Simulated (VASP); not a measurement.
## B: single point with BLYP

The system is B.

```
CELL_PARAMETERS angstrom
2.76572 0.00000 0.00000
-1.38286 2.39518 0.00000
0.00000 0.00000 2.77827
ATOMIC_POSITIONS crystal
B 0.00000 0.00000 0.00000
B 0.33333 0.66667 0.50000
B 0.66667 0.33333 0.50000
```

This cell differs from its parent crystal: volume scaled by 0.88.

```json
{
 "Program": "VASP 6.6.1",
 "Task": "single point",
 "Functional": "BLYP",
 "Potentials or basis": "VASP PAW PBE potentials, release 64 (B)",
 "Cutoff": "520 eV",
 "k mesh": "14 × 14 × 12",
 "Occupations": "fermi-dirac, width 0.1 eV",
 "Spin": "no spin polarisation"
}
```

The pressure is 32.4 GPa.

Stress tensor (GPa, compression positive):
```
39.10  0.00  0.00
 0.00 39.10  0.00
 0.00  0.00 18.88
```

Levels at points of the mesh, in eV from the Fermi level:
```tsv
k point	band 1	band 2	band 3	band 4	band 5	band 6	band 7	band 8	band 9
(0.00, 0.00, 0.00)	-17.54	-4.79	-1.05	-1.05	1.14	1.14	2.46	11.03	11.26
(0.50, 0.00, 0.00)	-12.72	-12.34	-5.69	0.93	1.49	2.25	5.10	6.47	7.33
(0.00, 0.00, 0.50)	-14.37	-12.82	-0.21	-0.21	4.09	4.09	7.28	7.28	8.31
(0.50, 0.00, 0.50)	-10.49	-8.70	-8.00	-6.40	-3.48	1.66	4.63	5.18	13.45
```

Wall time 51 s on 1 thread of Intel Xeon 8259CL (shared host), peak memory 0.15 GiB.

Caveat: the PAW data sets were made with another functional, which shifts forces and pressure a little.
